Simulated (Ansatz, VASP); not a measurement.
**Two plane-wave programs on Sn**

```xyz
2
Lattice="0.0000 3.2969 3.2969 3.2969 0.0000 3.2969 3.2969 3.2969 0.0000" Properties=species:S:1:pos:R:3 pbc="T T T"
Sn    0.0000    0.0000    0.0000
Sn    1.6485    1.6485    1.6485
```

Change from the starting cell: hydrostatic strain +0.4%.

Alike in both runs: task single point; functional HSE06; k mesh 4 × 4 × 4; occupations fermi-dirac, width 0.02 eV; no spin polarisation.

|  | VASP | Ansatz |
| --- | --- | --- |
| version | VASP 6.6.1 | Ansatz 0.2.0 |
| potentials or method | VASP PAW PBE potentials, release 64 (Sn_d) | plane waves, PAW |
| plane-wave cutoff (eV) | 520 | 420 |
| valence electrons in the cell | 28 | 28 |

```csv
,VASP,Ansatz,Ansatz less VASP
pressure (GPa),-0.3,-0.3,+0.03
```

Ansatz's warnings: filled band counts differ across k points, stress exchange threshold loose, stress scf threshold loose.

The k mesh is coarse, so the values compare programs but aren't converged.
